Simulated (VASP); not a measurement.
# BeTe (F-43m) in VASP: G0W0 quasiparticle levels with LDA

Aim: the G0W0 quasiparticle levels of BeTe with LDA.

All numbers are computed with VASP 6.6.1; they aren't measurements. Logs are shortened: lines on timing, memory, paths and dates and some standing lists are left out, and cuts for length are marked.

## 1. The cell of the first run

Symmetry: F-43m, No. 216, cubic system. Conventional cell: a = 5.657 Å, b = 5.657 Å, c = 5.657 Å, α = 90.00°, β = 90.00°, γ = 90.00°. Within 3.2 Å of Be (site symmetry -43m) lie 4 Te at 2.45 Å. Te (site symmetry -43m) has 4 Be at 2.45 Å within 3.2 Å.

## 2. G0W0 quasiparticle levels, LDA

POSCAR reads:

```
BeTe
1.0
    0.0000000000      2.8286236224      2.8286236224
    2.8286236224      0.0000000000      2.8286236224
    2.8286236224      2.8286236224      0.0000000000
Be Te
1 1
Direct
    0.0000000000      0.0000000000      0.0000000000
    0.2500000000      0.2500000000      0.2500000000
```

INCAR.step1 reads:

```
SYSTEM = BeTe
PREC     = Accurate       ! precision mode
ENCUT    = 500            ! plane-wave cutoff, eV
EDIFF    = 1E-8           ! SCF threshold, eV
ISMEAR   = 0              ! smearing method
SIGMA    = 0.01           ! smearing width, eV
LREAL    = .False.        ! projectors in reciprocal space
LASPH    = .True.         ! aspherical terms in the spheres
NELM     = 80             ! most SCF steps
ALGO     = Normal         ! electronic algorithm
LWAVE    = .True.         ! write WAVECAR
LCHARG   = .False.        ! write CHGCAR
GGA      = CA             ! functional
```

INCAR.step2 reads:

```
SYSTEM = BeTe
PREC     = Accurate       ! precision mode
ENCUT    = 500            ! plane-wave cutoff, eV
EDIFF    = 1E-8           ! SCF threshold, eV
ISMEAR   = 0              ! smearing method
SIGMA    = 0.01           ! smearing width, eV
LREAL    = .False.        ! projectors in reciprocal space
LASPH    = .True.         ! aspherical terms in the spheres
NELM     = 1              ! most SCF steps
ALGO     = Exact          ! electronic algorithm
LWAVE    = .True.         ! write WAVECAR
LCHARG   = .False.        ! write CHGCAR
GGA      = CA             ! functional
NBANDS   = 64             ! bands
LOPTICS  = .True.         ! frequency-dependent dielectric function
ISTART   = 1
```

INCAR.step3 reads:

```
SYSTEM = BeTe
PREC     = Accurate       ! precision mode
ENCUT    = 500            ! plane-wave cutoff, eV
EDIFF    = 1E-8           ! SCF threshold, eV
ISMEAR   = 0              ! smearing method
SIGMA    = 0.01           ! smearing width, eV
LREAL    = .False.        ! projectors in reciprocal space
LASPH    = .True.         ! aspherical terms in the spheres
ALGO     = EVGW0          ! electronic algorithm
LWAVE    = .False.        ! write WAVECAR
LCHARG   = .False.        ! write CHGCAR
GGA      = CA             ! functional
NELMGW   = 1            
NBANDS   = 64             ! bands
ENCUTGW  = 80.0           ! cutoff of the response function
NOMEGA   = 48             ! frequency points
PRECFOCK = Fast         
ISTART   = 1            
NBANDSGW = 12
```

KPOINTS reads:

```
Automatic mesh
0
Gamma
  4 4 4
  0 0 0
```

Potentials or basis: VASP PAW LDA potentials, release 64 (Be_GW, Te_GW).

Launch:

```console
> cat potpaw_LDA.64/Be_GW/POTCAR potpaw_LDA.64/Te_GW/POTCAR > POTCAR
> cp INCAR.step1 INCAR
> mpirun -np 1 vasp_std > vasp.out
> cp INCAR.step2 INCAR
> mpirun -np 1 vasp_std > vasp.out
> cp INCAR.step3 INCAR
> mpirun -np 1 vasp_std > vasp.out
```

OUTCAR:

```text
SYSTEM = BeTe
   PREC = Accurate
   ENCUT = 500
   EDIFF = 1E-8
   ISMEAR = 0
   LREAL = .False.
   LASPH = .True.
   GGA = CA
   NELMGW = 1
   ENCUTGW = 80.0
   PRECFOCK = Fast
   ISTART = 1

 ion  position               nearest neighbor table
   1  0.000  0.000  0.000-   2 2.45   2 2.45   2 2.45   2 2.45
   2  0.250  0.250  0.250-   1 2.45   1 2.45   1 2.45   1 2.45

  LATTYP: Found a face centered cubic cell.
 ALAT       =     5.6572472448

  Lattice vectors:

 A1 = (   0.0000000000,   2.8286236224,   2.8286236224)
 A2 = (   2.8286236224,   0.0000000000,   2.8286236224)
 A3 = (   2.8286236224,   2.8286236224,   0.0000000000)

Analysis of symmetry for initial positions (statically):
=====================================================================
 Subroutine PRICEL returns:
 Original cell was already a primitive cell.

 Routine SETGRP: Setting up the symmetry group for a
 face centered cubic supercell.

 Subroutine GETGRP returns: Found 24 space group operations
 (whereof 24 operations were pure point group operations)
 out of a pool of 48 trial point group operations.

The static configuration has the point symmetry T_d .

Analysis of symmetry for dynamics (positions and initial velocities):
=====================================================================
 Subroutine PRICEL returns:
 Original cell was already a primitive cell.

 Routine SETGRP: Setting up the symmetry group for a
 face centered cubic supercell.

 Subroutine GETGRP returns: Found 24 space group operations
 (whereof 24 operations were pure point group operations)
 out of a pool of 48 trial point group operations.

The dynamic configuration has the point symmetry T_d .

 Subroutine INISYM returns: Found 24 space group operations
 (whereof 24 operations are pure point group operations),
 and found     1 'primitive' translations

----------------------------------------------------------------------------------------

                                     Primitive cell

  volume of cell :      45.2643

  direct lattice vectors                    reciprocal lattice vectors
     0.000000000  2.828623622  2.828623622    -0.176764415  0.176764415  0.176764415
     2.828623622  0.000000000  2.828623622     0.176764415 -0.176764415  0.176764415
     2.828623622  2.828623622  0.000000000     0.176764415  0.176764415 -0.176764415

  length of vectors
     4.000277890  4.000277890  4.000277890     0.306164948  0.306164948  0.306164948

  position of ions in fractional coordinates (direct lattice)
     0.000000000  0.000000000  0.000000000
     0.250000000  0.250000000  0.250000000

  ion indices of the primitive-cell ions
   primitive index   ion index
                 1           1
                 2           2

----------------------------------------------------------------------------------------

 KPOINTS: Automatic mesh

Automatic generation of k-mesh.
 Grid dimensions read from file:
 generate k-points for:    4    4    4

 Generating k-lattice:

  Cartesian coordinates                     Fractional coordinates (reciprocal lattice)
    -0.044191104  0.044191104  0.044191104     0.250000000  0.000000000  0.000000000
     0.044191104 -0.044191104  0.044191104     0.000000000  0.250000000  0.000000000
     0.044191104  0.044191104 -0.044191104     0.000000000  0.000000000  0.250000000

  Length of vectors
     0.076541237  0.076541237  0.076541237

  Shift w.r.t. Gamma in fractional coordinates (k-lattice)
     0.000000000  0.000000000  0.000000000

 Subroutine IBZKPT returns following result:
 ===========================================

 Found      8 irreducible k-points:

 Following reciprocal coordinates:
            Coordinates               Weight
  0.000000  0.000000  0.000000      1.000000
  0.250000  0.000000  0.000000      8.000000
  0.500000  0.000000  0.000000      4.000000
  0.250000  0.250000  0.000000      6.000000
  0.500000  0.250000  0.000000     24.000000
 -0.250000  0.250000  0.000000     12.000000
  0.500000  0.500000  0.000000      3.000000
 -0.250000  0.500000  0.250000      6.000000
   k-points           NKPTS =      8   k-points in BZ     NKDIM =     64   number of bands    NBANDS=     64
   number of dos      NEDOS =    301   number of ions     NIONS =      2
   total plane-waves  NPLWV =  27000
   dimension x,y,z NGX =    30 NGY =   30 NGZ =   30
   dimension x,y,z NGXF=    60 NGYF=   60 NGZF=   60
   ions per type =               1   1
   NGX,Y,Z   is equivalent  to a cutoff of  12.47, 12.47, 12.47 a.u.
   NGXF,Y,Z  is equivalent  to a cutoff of  24.94, 24.94, 24.94 a.u.
 SYSTEM =  BeTe
   PREC   = accura    normal or accurate (medium, high low for compatibility)
   ISTART =      1    job   : 0-new  1-cont  2-samecut
   ICHARG =      0    charge: 1-file 2-atom 10-const
   ISPIN  =      1    spin polarized calculation?
   LNONCOLLINEAR =      F non collinear calculations
   LSORBIT =      F    spin-orbit coupling
   LASPH  =      T    aspherical Exc in radial PAW
   ENCUT  =  500.0 eV  36.75 Ry    6.06 a.u.   7.29  7.29  7.29*2*pi/ulx,y,z
   NELM   =     60;   NELMIN=  2; NELMDL=  0     # of ELM steps
   EDIFF  = 0.1E-07   stopping-criterion for ELM
   LREAL  =      F    real-space projection
   EDIFFG = 0.1E-06   stopping-criterion for IOM
   NSW    =      0    number of steps for IOM
   IBRION =     -1    ionic relax: 0-MD 1-quasi-New 2-CG
   NFREE  =      0    steps in history (QN), initial steepest desc. (CG)
   ISIF   =      0    stress and relaxation
   ISYM   =      3    0-nonsym 1-usesym 2-fastsym
   POTIM  = 0.5000    time-step for ionic-motion
   TEBEG  =    0.0;   TEEND  =   0.0 temperature during run
   PSTRESS=    0.0 pullay stress
   NELECT =       8.0000    total number of electrons
   NUPDOWN=      -1.0000    fix difference up-down
   EMIN   =  10.00;   EMAX   =-10.00  energy-range for DOS
   EFERMI =   0.00;   METHOD = LEGACY
   ISMEAR =     0;   SIGMA  =   0.01  broadening in eV -4-tet -1-fermi 0-gaus
   EFERMI_NEDOS =   21; number of points for ismear=-14 and -15
   IALGO  =     38    algorithm
   IMIX   =      4    mixing-type and parameters
     AMIX     =   0.40;   BMIX     =  1.00
     AMIX_MAG =   1.60;   BMIX_MAG =  1.00
  volume/ion in A,a.u.               =      22.63       152.73
  Fermi-wavevector in a.u.,A,eV,Ry     =   0.918727  1.736142 11.484116  0.844059
  Thomas-Fermi vector in A             =   2.043841
   LORBIT       =      0    0 simple, 1 ext, 2 COOP (PROOUT), +10 PAW based schemes
   GGA     = CA    functional components
   LHFCALC =     T    Hartree Fock is set to
   PRECFOCK=fast      Normal, Fast or Accurate (Low or Medium for compatibility)
   ENCUT4O =  -1.0   cutoff for four orbital integrals eV
   NKREDX  =     1    reduce k-point grid by
   NKREDY  =     1    reduce k-point grid by
   NKREDZ  =     1    reduce k-point grid by
   AEXX    =    1.0000 exact exchange contribution
   HFSCREEN=    0.0000 screening length (either q_TF or 0.3 A-1)
   HFSCREENC=   0.0000 screening length for correlation (either q_TF or 0.3 A-1)
   ENCUTFOCK=  -1.0 apply spherical cutoff to Coloumb kernel
   IVDW    =     0    specifies the selected vdW correction
   LEPSILON=     F    determine dielectric tensor
   LRPA    =     F    only Hartree local field effects (RPA)
   LRPAFORCE           =     F    calculate RPA forces
   ENCUTGW             =  80.0    cutoff for response function in eV
   ENCUTGWSOFT         =  64.0    soft cutoff for Coulomb kernel in GW response function in eV
   ENCUTLF             =  -1.0    cutoff for local field effects
   NELMGW              =     1    number of iterations in solving QP/BSE equation
   NELMHF              =     1    number of iterations in the inner HF iteration
   NKREDLFX            =     1    NKREDLFY  =   1   NKREDLFZ  =   1
 non-spin polarized calculation
 Gauss-broadening in eV      SIGMA  =   0.01
  energy-cutoff  :      500.00
  volume of cell :       45.26
 maximum number of plane-waves:      1174
 NGX is ok and might be reduce to    30
  NGX = 18; NGY = 18; NGZ = 18
   NGX = 15   NGY = 15   NGZ = 15
 maximum number of plane-waves:        80
 NGX is ok and might be reduce to    14

 QP shifts <psi_nk| G(iteration)W_0 |psi_nk>: iteration 1
 for sc-GW calculations column KS-energies equals QP-energies in previous step
 and V_xc(KS)=  KS-energies - (<T + V_ion + V_H > + <T+V_H+V_ion>^1  + <V_x>^1)

 k-point   1 :       0.0000    0.0000    0.0000
  band No.  KS-energies  QP-energies   sigma(KS)   V_xc(KS)     V^pw_x(r,r')   Z            occupation Imag(sigma)

      1      -7.6412      -8.0581     -11.6262     -11.0342     -17.6030       0.7042       2.0000       1.1999
      2       4.5924       4.3412     -11.6154     -11.2948     -12.9488       0.7837       2.0000       0.0572
      3       4.5924       4.3412     -11.6154     -11.2948     -12.9488       0.7837       2.0000       0.0572
      4       4.5924       4.3412     -11.6154     -11.2948     -12.9488       0.7837       2.0000       0.0572
      5       8.1862       8.8243      -8.7021      -9.5319      -4.7183       0.7690       0.0000      -0.0908
      6       8.1862       8.8243      -8.7021      -9.5319      -4.7183       0.7690       0.0000      -0.0908
      7       8.1862       8.8243      -8.7021      -9.5319      -4.7183       0.7690       0.0000      -0.0908
      8       8.2098       9.0755      -8.7116      -9.8320      -4.6550       0.7727       0.0000      -0.0955
      9      12.7236      13.1205      -7.6955      -8.2266      -2.4421       0.7475       0.0000      -0.2272
     10      15.0476      15.5537      -8.6637      -9.3338      -3.7220       0.7552       0.0000      -0.2705
     11      15.0476      15.5537      -8.6637      -9.3338      -3.7220       0.7552       0.0000      -0.2705
     12      15.7590      16.1411      -7.5915      -8.0908      -2.0979       0.7653       0.0000      -0.4874

 k-point   2 :       0.2500    0.0000    0.0000
  band No.  KS-energies  QP-energies   sigma(KS)   V_xc(KS)     V^pw_x(r,r')   Z            occupation Imag(sigma)
[... 97 lines left out ...]
      1      -5.8361      -5.9695     -11.9850     -11.7990     -17.3623       0.7176       2.0000       0.8719
      2       0.1115      -0.4931     -11.0460     -10.2139     -13.9267       0.7266       2.0000       0.1601
      3       0.9411       0.4619     -10.6474     -10.0066     -12.9516       0.7478       2.0000       0.1144
      4       1.4232       0.9770     -10.5879      -9.9967     -12.6404       0.7548       2.0000       0.0976
      5       9.7765      10.2559      -8.3482      -8.9650      -4.3230       0.7771       0.0000      -0.1079
      6      10.0425      10.8082      -8.5197      -9.5374      -3.7643       0.7524       0.0000      -0.1376
      7      10.0853      10.6375      -8.2118      -8.9343      -3.7850       0.7643       0.0000      -0.1192
      8      10.7424      11.3715      -9.2324     -10.0739      -4.6344       0.7476       0.0000      -0.1498
      9      15.4082      16.1685      -8.9561      -9.9971      -3.1484       0.7303       0.0000      -0.4204
     10      16.0958      16.7854      -9.2361     -10.1709      -3.5135       0.7377       0.0000      -0.5035
     11      17.4470      18.1201      -8.5058      -9.4067      -2.6952       0.7471       0.0000      -0.5333
     12      18.3668      19.0428      -8.6367      -9.5179      -2.8552       0.7672       0.0000      -0.6914
```

Run time: 74 s. Hardware: 1 thread of Intel Xeon Platinum 8488C (Sapphire Rapids), shared host; peak memory 0.43 GiB.

What came out:

```
Band gap on the k mesh, mean-field level : 1.89 eV, indirect (least direct gap 3.59 eV)
Quasiparticle gap                        : 2.59 eV
Least direct quasiparticle gap           : 4.48 eV
```

Caveat: the k points lie up to 0.48 Å⁻¹ apart; bands, screening cutoff and mesh are small and nothing is extrapolated, so the quasiparticle values aren't converged; spin-orbit coupling is left out, which moves the levels of the heavy elements. A k mesh can miss the band edges.
